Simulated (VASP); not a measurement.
# SnO2 (R-3m) in VASP: a series of runs

Runs on SnO2. Level: PBEsol. Tasks: single point.

Everything below comes from runs of VASP 6.6.1. Logs are shortened: lines on timing, memory, paths and dates and some standing lists are left out, and cuts for length are marked.

## (1) The cell of the first run

It takes space group R-3m (No. 166, trigonal). The conventional cell has a = 3.234 Å, b = 3.234 Å, c = 14.402 Å, α = 90.00°, β = 90.00°, γ = 120.00°. Sn (site symmetry -3m) has 6 O at 2.13 Å within 2.8 Å. O (site symmetry 3m) has 3 Sn at 2.13 Å and 3 O at 2.76 Å within 2.8 Å.

## (2) Single point, PBEsol

INCAR reads:

```
SYSTEM = SnO2
  ALGO = Normal
  EDIFF = 1E-7
  ENCUT = 520
  GGA = PS
  ISIF = 2
  ISMEAR = 0
  LASPH = .TRUE.
  LCHARG = .FALSE.
  LREAL = .FALSE.
  LWAVE = .FALSE.
  NBANDS = 20
  NELM = 60
  PREC = Accurate
  SIGMA = 0.01
```

KPOINTS reads:

```
k-points
0
G
  4 4 4
  0 0 0
```

POSCAR reads:

```
SnO2
1.0
    1.6170900000      0.9336300000      4.8005900000
   -1.6170900000      0.9336300000      4.8005900000
    0.0000000000     -1.8672600000      4.8005900000
Sn O
1 2
Direct
    0.5000000000      0.5000000000      0.5000000000
    0.2371700000      0.2371700000      0.2371700000
    0.7628300000      0.7628300000      0.7628300000
```

Potentials or basis: VASP PAW PBE potentials, release 64 (Sn_d, O).

Launch:

```sh
cat potpaw_PBE.64/Sn_d/POTCAR potpaw_PBE.64/O/POTCAR > POTCAR
mpirun -np 1 vasp_std > vasp.out
```

OUTCAR:

```text
SYSTEM = SnO2
   EDIFF = 1E-7
   ENCUT = 520
   GGA = PS
   ISIF = 2
   ISMEAR = 0
   LASPH = .TRUE.
   LREAL = .FALSE.
   NELM = 60
   PREC = Accurate

 ion  position               nearest neighbor table
   1  0.500  0.500  0.500-   2 2.13   2 2.13   3 2.13   3 2.13   2 2.13   3 2.13
   2  0.237  0.237  0.237-   1 2.13   1 2.13   1 2.13
   3  0.763  0.763  0.763-   1 2.13   1 2.13   1 2.13

  LATTYP: Found a trigonal (rhomboedric) cell.
 ALAT       =     5.1509522802
 COS(alpha) =     0.8028825577

  Lattice vectors:

 A1 = (   1.6170900000,   0.9336300000,   4.8005900000)
 A2 = (  -1.6170900000,   0.9336300000,   4.8005900000)
 A3 = (   0.0000000000,  -1.8672600000,   4.8005900000)

Analysis of symmetry for initial positions (statically):
=====================================================================
 Subroutine PRICEL returns:
 Original cell was already a primitive cell.

 Routine SETGRP: Setting up the symmetry group for a
 trigonal (rhombohedral) supercell.

 Subroutine GETGRP returns: Found 12 space group operations
 (whereof 12 operations were pure point group operations)
 out of a pool of 12 trial point group operations.

The static configuration has the point symmetry D_3d.

Analysis of symmetry for dynamics (positions and initial velocities):
=====================================================================
 Subroutine PRICEL returns:
 Original cell was already a primitive cell.

 Routine SETGRP: Setting up the symmetry group for a
 trigonal (rhombohedral) supercell.

 Subroutine GETGRP returns: Found 12 space group operations
 (whereof 12 operations were pure point group operations)
 out of a pool of 12 trial point group operations.

The dynamic configuration has the point symmetry D_3d.

 Subroutine INISYM returns: Found 12 space group operations
 (whereof 12 operations are pure point group operations),
 and found     1 'primitive' translations

----------------------------------------------------------------------------------------

                                     Primitive cell

  volume of cell :      43.4865

  direct lattice vectors                    reciprocal lattice vectors
     1.617090000  0.933630000  4.800590000     0.309197385  0.178514686  0.069435910
    -1.617090000  0.933630000  4.800590000    -0.309197385  0.178514686  0.069435910
     0.000000000 -1.867260000  4.800590000     0.000000000 -0.357029373  0.069435910

  length of vectors
     5.150952280  5.150952280  5.150953723     0.363719483  0.363719483  0.363718736

  position of ions in fractional coordinates (direct lattice)
     0.500000000  0.500000000  0.500000000
     0.237170000  0.237170000  0.237170000
     0.762830000  0.762830000  0.762830000

  ion indices of the primitive-cell ions
   primitive index   ion index
                 1           1
                 2           2
                 3           3

----------------------------------------------------------------------------------------

 KPOINTS: k-points

Automatic generation of k-mesh.
 Grid dimensions read from file:
 generate k-points for:    4    4    4

 Generating k-lattice:

  Cartesian coordinates                     Fractional coordinates (reciprocal lattice)
     0.077299346  0.044628672  0.017358977     0.250000000  0.000000000 -0.000000000
    -0.077299346  0.044628672  0.017358977     0.000000000  0.250000000 -0.000000000
     0.000000000 -0.089257343  0.017358977    -0.000000000 -0.000000000  0.250000000

  Length of vectors
     0.090929871  0.090929871  0.090929684

  Shift w.r.t. Gamma in fractional coordinates (k-lattice)
     0.000000000  0.000000000  0.000000000

 Subroutine IBZKPT returns following result:
 ===========================================

 Found     13 irreducible k-points:

 Following reciprocal coordinates:
            Coordinates               Weight
  0.000000  0.000000  0.000000      1.000000
  0.250000  0.000000  0.000000      6.000000
  0.500000  0.000000  0.000000      3.000000
  0.250000  0.250000  0.000000      6.000000
  0.500000  0.250000  0.000000     12.000000
 -0.250000  0.250000  0.000000      6.000000
  0.500000  0.500000  0.000000      3.000000
  0.250000  0.250000  0.250000      2.000000
  0.500000  0.250000  0.250000      6.000000
 -0.250000  0.250000  0.250000      6.000000
  0.500000  0.500000  0.250000      6.000000
 -0.250000  0.500000  0.250000      6.000000
  0.500000  0.500000  0.500000      1.000000
   k-points           NKPTS =     13   k-points in BZ     NKDIM =     13   number of bands    NBANDS=     20
   number of dos      NEDOS =    301   number of ions     NIONS =      3
   total plane-waves  NPLWV =  64000
   dimension x,y,z NGX =    40 NGY =   40 NGZ =   40
   dimension x,y,z NGXF=    80 NGYF=   80 NGZF=   80
   ions per type =               1   2
   NGX,Y,Z   is equivalent  to a cutoff of  12.91, 12.91, 12.91 a.u.
   NGXF,Y,Z  is equivalent  to a cutoff of  25.82, 25.82, 25.82 a.u.
 SYSTEM =  SnO2
   PREC   = accura    normal or accurate (medium, high low for compatibility)
   ISTART =      0    job   : 0-new  1-cont  2-samecut
   ICHARG =      2    charge: 1-file 2-atom 10-const
   ISPIN  =      1    spin polarized calculation?
   LNONCOLLINEAR =      F non collinear calculations
   LSORBIT =      F    spin-orbit coupling
   LASPH  =      T    aspherical Exc in radial PAW
   ENCUT  =  520.0 eV  38.22 Ry    6.18 a.u.   9.58  9.58  9.58*2*pi/ulx,y,z
   NELM   =     60;   NELMIN=  2; NELMDL= -5     # of ELM steps
   EDIFF  = 0.1E-06   stopping-criterion for ELM
   LREAL  =      F    real-space projection
   EDIFFG = 0.1E-05   stopping-criterion for IOM
   NSW    =      0    number of steps for IOM
   IBRION =     -1    ionic relax: 0-MD 1-quasi-New 2-CG
   NFREE  =      0    steps in history (QN), initial steepest desc. (CG)
   ISIF   =      2    stress and relaxation
   ISYM   =      2    0-nonsym 1-usesym 2-fastsym
   POTIM  = 0.5000    time-step for ionic-motion
   TEBEG  =    0.0;   TEEND  =   0.0 temperature during run
   PSTRESS=    0.0 pullay stress
   NELECT =      26.0000    total number of electrons
   NUPDOWN=      -1.0000    fix difference up-down
   EMIN   =  10.00;   EMAX   =-10.00  energy-range for DOS
   EFERMI =   0.00;   METHOD = LEGACY
   ISMEAR =     0;   SIGMA  =   0.01  broadening in eV -4-tet -1-fermi 0-gaus
   EFERMI_NEDOS =   21; number of points for ismear=-14 and -15
   IALGO  =     38    algorithm
   IMIX   =      4    mixing-type and parameters
     AMIX     =   0.40;   BMIX     =  1.00
     AMIX_MAG =   1.60;   BMIX_MAG =  1.00
  volume/ion in A,a.u.               =      14.50        97.82
  Fermi-wavevector in a.u.,A,eV,Ry     =   1.379159  2.606233 25.879362  1.902079
  Thomas-Fermi vector in A             =   2.504154
   LORBIT       =      0    0 simple, 1 ext, 2 COOP (PROOUT), +10 PAW based schemes
   GGA     = PS    functional components
   LHFCALC =     F    Hartree Fock is set to
   AEXX    =    0.0000 exact exchange contribution
   IVDW    =     0    specifies the selected vdW correction
   LEPSILON=     F    determine dielectric tensor
   LRPA    =     F    only Hartree local field effects (RPA)
 non-spin polarized calculation
 Gauss-broadening in eV      SIGMA  =   0.01
  energy-cutoff  :      520.00
  volume of cell :       43.49
 maximum number of plane-waves:      1184
 NGX is ok and might be reduce to    40
   NGX = 19   NGY = 19   NGZ = 19

 number of electron      26.0000004 magnetization

 Free energy of the ion-electron system (eV)
  ---------------------------------------------------
  ext. energy  EPLUGINS =         0.00000000
  ---------------------------------------------------
  free energy    TOTEN  =       -19.28469481 eV

  energy without entropy =      -19.28469481  energy(sigma->0) =      -19.28469481

 E-fermi :   3.2240     XC(G=0): -10.2166

 val. band max:        3.1679930078   @ k =   0.5000   0.5000   0.0000
 cond. band min:       5.0337874410   @ k =   0.0000   0.0000   0.0000
 fundamental gap:      1.8657944332
 Fermi energy:         3.2240305130

 k-point     1 :       0.0000    0.0000    0.0000
  band No.  band energies     occupation
      1     -16.7285      2.00000
      2     -16.5096      2.00000
      3     -16.5096      2.00000
      4     -16.3266      2.00000
      5     -16.3266      2.00000
      6     -14.6904      2.00000
[... 12 lines left out ...]
     19      20.1591      0.00000
     20      20.1591      0.00000

 k-point     2 :       0.2500    0.0000    0.0000
  band No.  band energies     occupation
      1     -16.9415      2.00000
      2     -16.5133      2.00000
      3     -16.4279      2.00000
      4     -16.3815      2.00000
      5     -16.2993      2.00000
      6     -14.2308      2.00000
[... 12 lines left out ...]
     19      16.3395      0.00000
     20      20.0861      0.00000

 k-point     3 :       0.5000    0.0000    0.0000
  band No.  band energies     occupation
      1     -17.2889      2.00000
      2     -16.4768      2.00000
      3     -16.4219      2.00000
      4     -16.2940      2.00000
      5     -16.1915      2.00000
      6     -13.4839      2.00000
[... 12 lines left out ...]
     19      16.3045      0.00000
     20      16.4979      0.00000

 k-point     4 :       0.2500    0.2500    0.0000
  band No.  band energies     occupation
      1     -16.9404      2.00000
      2     -16.5127      2.00000
      3     -16.4277      2.00000
      4     -16.3819      2.00000
      5     -16.2992      2.00000
      6     -14.2287      2.00000
[... 12 lines left out ...]
     19      15.9569      0.00000
     20      20.8038      0.00000

 k-point     5 :       0.5000    0.2500    0.0000
  band No.  band energies     occupation
      1     -17.0748      2.00000
      2     -16.6971      2.00000
      3     -16.3926      2.00000
      4     -16.3745      2.00000
      5     -16.2555      2.00000
      6     -13.1833      2.00000
[... 12 lines left out ...]
     19      16.8169      0.00000
     20      18.1041      0.00000

 k-point     6 :      -0.2500    0.2500    0.0000
  band No.  band energies     occupation
      1     -17.0735      2.00000
      2     -16.6972      2.00000
      3     -16.3924      2.00000
      4     -16.3749      2.00000
      5     -16.2560      2.00000
      6     -13.2055      2.00000
[... 12 lines left out ...]
     19      16.7933      0.00000
     20      16.9014      0.00000

 k-point     7 :       0.5000    0.5000    0.0000
  band No.  band energies     occupation
      1     -17.2870      2.00000
      2     -16.4763      2.00000
      3     -16.4212      2.00000
      4     -16.2933      2.00000
      5     -16.1915      2.00000
      6     -13.5127      2.00000
[... 12 lines left out ...]
     19      15.6561      0.00000
     20      19.7240      0.00000

 k-point     8 :       0.2500    0.2500    0.2500
  band No.  band energies     occupation
      1     -16.7287      2.00000
      2     -16.5094      2.00000
      3     -16.5094      2.00000
      4     -16.3265      2.00000
      5     -16.3264      2.00000
      6     -14.6414      2.00000
[... 12 lines left out ...]
     19      19.7326      0.00000
     20      20.2670      0.00000

 k-point     9 :       0.5000    0.2500    0.2500
  band No.  band energies     occupation
      1     -16.9441      2.00000
      2     -16.5147      2.00000
      3     -16.4276      2.00000
      4     -16.3818      2.00000
      5     -16.2993      2.00000
      6     -14.1703      2.00000
[... 12 lines left out ...]
     19      16.2373      0.00000
     20      18.6805      0.00000

 k-point    10 :      -0.2500    0.2500    0.2500
  band No.  band energies     occupation
      1     -17.2879      2.00000
      2     -16.4765      2.00000
      3     -16.4216      2.00000
      4     -16.2937      2.00000
      5     -16.1915      2.00000
      6     -13.4985      2.00000
[... 12 lines left out ...]
     19      16.0267      0.00000
     20      17.9630      0.00000

 k-point    11 :       0.5000    0.5000    0.2500
  band No.  band energies     occupation
      1     -16.9431      2.00000
      2     -16.5142      2.00000
      3     -16.4274      2.00000
      4     -16.3822      2.00000
      5     -16.2993      2.00000
      6     -14.1682      2.00000
[... 12 lines left out ...]
     19      15.9356      0.00000
     20      19.0522      0.00000

 k-point    12 :      -0.2500    0.5000    0.2500
  band No.  band energies     occupation
      1     -17.0761      2.00000
      2     -16.6970      2.00000
      3     -16.3928      2.00000
      4     -16.3741      2.00000
      5     -16.2550      2.00000
      6     -13.1603      2.00000
[... 12 lines left out ...]
     19      17.0579      0.00000
     20      18.6410      0.00000

 k-point    13 :       0.5000    0.5000    0.5000
  band No.  band energies     occupation
      1     -16.7289      2.00000
      2     -16.5093      2.00000
      3     -16.5093      2.00000
      4     -16.3264      2.00000
      5     -16.3264      2.00000
      6     -14.5886      2.00000
[... 12 lines left out ...]
     19      19.3965      0.00000
     20      20.3670      0.00000

------------------------ aborting loop because EDIFF is reached ----------------------------------------

  FORCE on cell =-STRESS in cart. coord.  units (eV):
  Direction    XX          YY          ZZ          XY          YZ          ZX
  --------------------------------------------------------------------------------------
  -------------------------------------------------------------------------------------
  Total       -1.3587565     -1.3587642     -0.9975056      0.0000000      0.0000000      0.0000000
  in kB      -50.0607513    -50.0610358    -36.7511607      0.0000000      0.0000000      0.0000000
  external PRESSURE =     -45.6243159 kB  Pullay stress =       0.0000000 kB

 VOLUME and BASIS-vectors are now :
 -----------------------------------------------------------------------------
  energy-cutoff  :      520.00
  volume of cell :       43.49
      direct lattice vectors                 reciprocal lattice vectors
     1.617090000  0.933630000  4.800590000     0.309197385  0.178514686  0.069435910
    -1.617090000  0.933630000  4.800590000    -0.309197385  0.178514686  0.069435910
     0.000000000 -1.867260000  4.800590000     0.000000000 -0.357029373  0.069435910

 POSITION                                       TOTAL-FORCE (eV/Angst)
 -----------------------------------------------------------------------------------
      0.00000      0.00000      7.20088         0.000000      0.000000     -0.000000
      0.00000      0.00000      3.41567        -0.000000      0.000000     -0.354319
      0.00000      0.00000     10.98610        -0.000000     -0.000000      0.354319
 -----------------------------------------------------------------------------------
    total drift:                                0.000000      0.000000      0.000000

  FREE ENERGIE OF THE ION-ELECTRON SYSTEM (eV)
  ---------------------------------------------------
  free  energy   TOTEN  =       -19.2846948083 eV

  energy  without entropy=      -19.2846948083  energy(sigma->0) =      -19.28469481
```

Run time: 34 s. Hardware: 1 thread of Intel Xeon 8259CL, shared host; peak memory 0.23 GiB.

What came out:

```
Free energy            : -19.2847 eV
Pressure               : -4.6 GPa
Largest force          : 0.354 eV/Å
Band gap on the k mesh : 1.87 eV (least direct gap 1.96 eV)
```

Forces on the atoms (eV/Å):
```
Sn   0.000  0.000  0.000
O    0.000  0.000 -0.354
O    0.000  0.000  0.354
```

Stress tensor (GPa, compression positive):
```
-5.01  0.00  0.00
 0.00 -5.01  0.00
 0.00  0.00 -3.68
```

Levels at points of the mesh, in eV from the valence-band top:
```
           k point  band 10  band 11  band 12  band 13  band 14  band 15  band 16  band 17
(0.00, 0.00, 0.00)    -1.26    -0.88    -0.88    -0.10     1.87     5.59    10.89    10.89
(0.50, 0.00, 0.00)    -2.95    -1.46    -0.57    -0.54     5.25     7.60     9.95    12.16
(0.50, 0.50, 0.00)    -3.04    -1.13    -0.44     0.00     4.98     6.79    10.61    11.17
(0.50, 0.50, 0.50)    -1.32    -1.26    -0.83    -0.83     3.13     5.54    11.07    11.07
```

Caveat: the k points lie up to 0.57 Å⁻¹ apart; the PAW data sets were made with another functional, which shifts forces and pressure a little; spin-orbit coupling is left out, which moves the levels of the heavy elements. A k mesh can miss the band edges.

(Part 1 of 3 ends here.)
